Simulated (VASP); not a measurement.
ZnCdSe4S2, 8 atoms in the cell. Symmetry: P4/mmm, No. 123, tetragonal system. The conventional cell has a = 5.303 Å, b = 5.303 Å, c = 10.090 Å, α = 90.00°, β = 90.00°, γ = 90.00°. Within 2.9 Å of Zn (site symmetry 4/mmm) lie 2 Se at 2.23 Å. Cd (site symmetry 4/mmm) has 6 Se at 2.65 to 2.82 Å within 3.5 Å. Within 3.5 Å of Se (site symmetry mmm) lie 2 Cd at 2.65 Å and 4 S at 2.85 Å. Within 2.9 Å of Se (site symmetry 4mm) lie 1 Zn at 2.23 Å and 1 Cd at 2.82 Å. Within 2.7 Å of S (site symmetry 4mm) lie 1 S at 2.07 Å. 

| Property | Result |
| --- | --- |
| Program | VASP 6.6.1 |
| Task | single point |
| Functional | PBE |
| Potentials or basis | VASP PAW PBE potentials, release 64 (Zn, Cd, Se, S) |
| Cutoff | 520 eV |
| k mesh | 4 × 4 × 2 |
| Occupations | gaussian, width 0.2 eV |
| Spin | no spin polarisation |
| Dipole correction | no |
| Further INCAR settings | ALGO = Normal; EDIFF = 1e-07; NBANDS = 40 |

Potentials or basis: VASP PAW PBE potentials, release 64 (Zn, Cd, Se, S).

Command:

```bash
$ cat potpaw_PBE.64/Zn/POTCAR potpaw_PBE.64/Cd/POTCAR potpaw_PBE.64/Se/POTCAR potpaw_PBE.64/S/POTCAR > POTCAR
$ mpirun -np 1 vasp_std > vasp.out
```

Hardware: 1 thread of Intel(R) Xeon(R) 6975P-C (Granite Rapids), with other jobs on the host.

How long does it take, and how much memory?

It took 87 s on 1 thread of Intel(R) Xeon(R) 6975P-C (Granite Rapids) (shared host), peak memory 0.43 GiB. Counts: scf iterations 18, k points 12.
